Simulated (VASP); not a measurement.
Write the native input for VASP 6.6.1 that does the following.

- Task: single point
- Functional: PBE
- Potentials or basis: VASP PAW PBE potentials, release 64 (Si, C)
- Cutoff: 520 eV
- k mesh: 12 × 12 × 4
- Occupations: gaussian, width 0.01 eV
- Spin: no spin polarisation
- Dipole correction: no
- Further INCAR settings: ALGO = Normal; EDIFF = 1e-07; NBANDS = 16

The structure of SiC (Moissanite) lies in POSCAR:

```
SiC
1.0
    3.0760000000      0.0000000000      0.0000000000
   -1.5380000000      2.6638900000      0.0000000000
    0.0000000000      0.0000000000      5.0480000000
Si C
2 2
Direct
    0.3333333333      0.6666666667      0.0000000000
    0.6666666667      0.3333333333      0.5000000000
    0.3333333333      0.6666666667      0.3850000000
    0.6666666667      0.3333333333      0.8850000000
```

One way to write it, as run:

INCAR

```
PREC = Accurate ; ENCUT = 520
EDIFF = 1E-7 ; ISMEAR = 0
SIGMA = 0.01 ; LREAL = False
LASPH = True ; NELM = 60
ALGO = Normal ; ISIF = 2
LWAVE = False ; LCHARG = False
GGA = PE ; NBANDS = 16
```

KPOINTS

```
Automatic mesh
0
Gamma
  12 12 4
```

Potentials or basis: VASP PAW PBE potentials, release 64 (Si, C).

The run is started by

```sh
$ cat potpaw_PBE.64/Si/POTCAR potpaw_PBE.64/C/POTCAR > POTCAR
$ mpirun -np 1 vasp_std > vasp.out
```

It gave:

| Quantity | Value |
| --- | --- |
| Pressure | 3.6 GPa |
| Largest force | 0.752 eV/Å |
| Band gap on the k mesh | 2.32 eV, indirect (least direct gap 4.08 eV) |

Wall time 11 s on 1 thread of Intel(R) Xeon(R) 6975P-C (Granite Rapids), on a shared host, peak memory 0.17 GiB.
